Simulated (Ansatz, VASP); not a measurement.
# ZnS: VASP beside Ansatz

The input INCAR:

```
SYSTEM = ZnS
PREC = Accurate ; ENCUT = 600
EDIFF = 1E-7 ; ISMEAR = -1
SIGMA = 0.05 ; LREAL = .FALSE.
LASPH = .TRUE. ; NELM = 100
ALGO = Normal ; ISIF = 3
LWAVE = .FALSE. ; LCHARG = .FALSE.
GGA = PE ; IBRION = 2
NSW = 80 ; EDIFFG = -0.02
```

KPOINTS

```
regular mesh
0
G
  9 9 9
  0 0 0
```

Contents of POSCAR:

```
ZnS
1.0
    0.0000000000      2.7020000000      2.7020000000
    2.7020000000      0.0000000000      2.7020000000
    2.7020000000      2.7020000000      0.0000000000
Zn S
1 1
Direct
    0.7500000000      0.7500000000      0.7500000000
    0.0000000000      0.0000000000      0.0000000000
```

The input input.yaml:

```yaml
crystal:
  lattice:
    - [0.0, 2.702, 2.702]
    - [2.702, 0.0, 2.702]
    - [2.702, 2.702, 0.0]
  atoms:
    - { symbol: Zn, position: [0.75, 0.75, 0.75] }
    - { symbol: S, position: [0.0, 0.0, 0.0] }
kpoints:
  mp_grid: { grid: [9, 9, 9] }
scf:
  occupations: { method: fermi_dirac, width: 0.05 }
hamiltonian:
  xc: pbe
  pseudopotentials: { kind: all_electron, lapw: { basis_error: 0.001 } }
output:
  forces: true
  stress: true
relax:
  f_tol: 0.02
  max_steps: 60
  cell: {}
```

Alike in both runs: task relaxation of cell and atoms; functional PBE; k mesh 9 × 9 × 9; occupations fermi-dirac, width 0.05 eV; no spin polarisation.

```csv
,VASP,Ansatz
version,VASP 6.6.1,Ansatz 0.2.0
potentials or method,"VASP PAW PBE potentials, release 64 (Zn, S), cutoff 600 eV","all-electron LAPW, scalar-relativistic"
```

|  | VASP | Ansatz | Ansatz less VASP |
| --- | --- | --- | --- |
| relaxed volume (Å³/atom) | 20.20 | 20.16 | -0.043 |
| relaxed cell length with the largest relative difference (Å) | 3.852 | 3.849 | -0.0027 |

Ansatz ran all-electron here, and VASP with PAW potentials.
